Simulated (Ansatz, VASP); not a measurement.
Two plane-wave programs on Au

```
Au
1.0
     0.00000    1.88186    1.88186
     1.88186    0.00000    1.88186
     1.88186    1.88186    0.00000
Au
1
Direct
  0.00000 0.00000 0.00000
```

Change from the starting cell: strain -0.080 along x and y, -0.080 along z, atoms carried along.

Alike in both runs: task single point; functional PBE; k mesh 20 × 20 × 20; occupations gaussian, width 0.15 eV; no spin polarisation.

|  | VASP | Ansatz |
| --- | --- | --- |
| version | VASP 6.6.1 | Ansatz 0.2.0 |
| potentials or method | VASP PAW PBE potentials, release 64 (Au), cutoff 520 eV | scalar-relativistic, plane waves, PAW |
| valence electrons in the cell | 11 | 19 |

```csv
,VASP,Ansatz,Ansatz less VASP
gap on the k mesh at the Fermi level (eV),none,none,-
pressure (GPa),98.4,98.8,+0.45
```

A gap of «none» marks a metal or a gap that the smearing closes. Both programs put the cell under a high pressure, so it lies far from rest at this level. The functional is the same, so the differences come from potentials, cutoffs and numerics. VASP's potentials hold 11 valence electrons a cell and Ansatz's 19, so a difference there can come from the potentials and not from the codes.

Spin-orbit coupling is off throughout. Noted on VASP's run: the cell as given lies far from equilibrium.
